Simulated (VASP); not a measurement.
Set up this calculation in VASP 6.6.1, as the native input.

| Quantity | Value |
| --- | --- |
| Task | single point |
| Functional | PBE |
| Potentials or basis | VASP PAW PBE potentials, release 64 (Cr_pv, N) |
| Cutoff | 520 eV |
| k mesh | 6 × 6 × 6 |
| Occupations | gaussian, width 0.1 eV |
| Spin | collinear spin |
| Starting moments | [1.89, 1.89, -0.11, -0.11, -0.11, -0.11] μB |
| Dipole correction | no |
| Further INCAR settings | ALGO = Normal; EDIFF = 1e-06; NBANDS = 35 |

The structure of CrN2 lies in POSCAR:

```
CrN2
1.0
    0.0000000000      2.9398398924      2.9398398924
    2.9398398924      0.0000000000      2.9398398924
    2.9398398924      2.9398398924      0.0000000000
Cr N
2 4
Direct
    0.0000000000      0.0000000000      0.0000000000
    0.2500000000      0.2500000000      0.2500000000
    0.6250000000      0.6250000000      0.6250000000
    0.1250000000      0.6250000000      0.6250000000
    0.6250000000      0.6250000000      0.1250000000
    0.6250000000      0.1250000000      0.6250000000
```

The input as run:

INCAR

```
SYSTEM = CrN2
  PREC = Accurate
  ENCUT = 520
  EDIFF = 1E-6
  ISMEAR = 0
  SIGMA = 0.1
  LREAL = .False.
  LASPH = .True.
  NELM = 150
  ALGO = Normal
  ISIF = 2
  LWAVE = .False.
  LCHARG = .False.
  ISPIN = 2
  MAGMOM = 1.89 1.89 -0.11 -0.11 -0.11 -0.11
  LORBIT = 11
  LMAXMIX = 4
  GGA = PE
  NBANDS = 35
```

KPOINTS

```
regular mesh
0
Gamma
  6 6 6
  0 0 0
```

Potentials or basis: VASP PAW PBE potentials, release 64 (Cr_pv, N).

Command:

```console
$ cat potpaw_PBE.64/Cr_pv/POTCAR potpaw_PBE.64/N/POTCAR > POTCAR
$ mpirun -np 1 vasp_std > vasp.out
```

Results of the run:

- Pressure: -0.2 GPa
- Net moment: 3.15 μB per cell
- Site moments: Cr +1.69; N -0.08 μB
- Valence electrons inside the program's atomic spheres: Cr 10.66; N 3.43

It took 100 s on 1 thread of Intel(R) Xeon(R) Platinum 8259CL CPU @ 2.50GHz (Skylake/Cascade Lake) (shared host), peak memory 0.22 GiB.
